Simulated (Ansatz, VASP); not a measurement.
**One calculation of SiC, two programs**

Contents of INCAR:

```
PREC = Accurate
ENCUT = 600
EDIFF = 1E-6
ISMEAR = 0
SIGMA = 0.01
LREAL = F
LASPH = T
NELM = 120
ALGO = Normal
ISIF = 2
LWAVE = F
LCHARG = F
GGA = CA
NBANDS = 11
GGA_COMPAT = F
```

Contents of KPOINTS:

```
Automatic mesh
0
Gamma
  8 8 8
```

Contents of POSCAR:

```
SiC
1.0
    0.0000000000      2.1780523476      2.1780523476
    2.1780523476      0.0000000000      2.1780523476
    2.1780523476      2.1780523476      0.0000000000
Si C
1 1
Direct
    0.0000000000      0.0000000000      0.0000000000
    0.2500000000      0.2500000000      0.2500000000
```

Input for Ansatz:

```yaml
crystal:
  lattice:
    - [0.0, 2.1780523476, 2.1780523476]
    - [2.1780523476, 0.0, 2.1780523476]
    - [2.1780523476, 2.1780523476, 0.0]
  atoms:
    - { symbol: Si, position: [0.0, 0.0, 0.0] }
    - { symbol: C, position: [0.25, 0.25, 0.25] }
kpoints:
  mp_grid: { grid: [8, 8, 8] }
hamiltonian:
  xc: lda
scf:
  occupations: { method: fixed }
output:
  optics:
    e_range: [0.5, 15]
    de: 0.2
    sigma: 0.25
    scissors: 0
    scheme: fermi_dirac
    bands: scf
    kdotp_interpolation: "off"
```

Alike in both runs: task single point; functional LDA; k mesh 8 × 8 × 8; no spin polarisation.

|  | VASP | Ansatz |
| --- | --- | --- |
| version | VASP 6.6.1 | Ansatz 0.2.0 |
| potentials or method | VASP PAW LDA potentials, release 64 (Si, C) | plane waves, PAW |
| plane-wave cutoff (eV) | 600 | 420 |
| occupations | gaussian, width 0.01 eV | fixed |
| valence electrons in the cell | 8 | 8 |

```csv
,VASP,Ansatz,Ansatz less VASP
gap on the k mesh at the Fermi level (eV),1.30,1.32,+0.012
```

LDA's correlation is that of Perdew and Zunger in VASP and of Perdew and Wang (1992) in Ansatz.
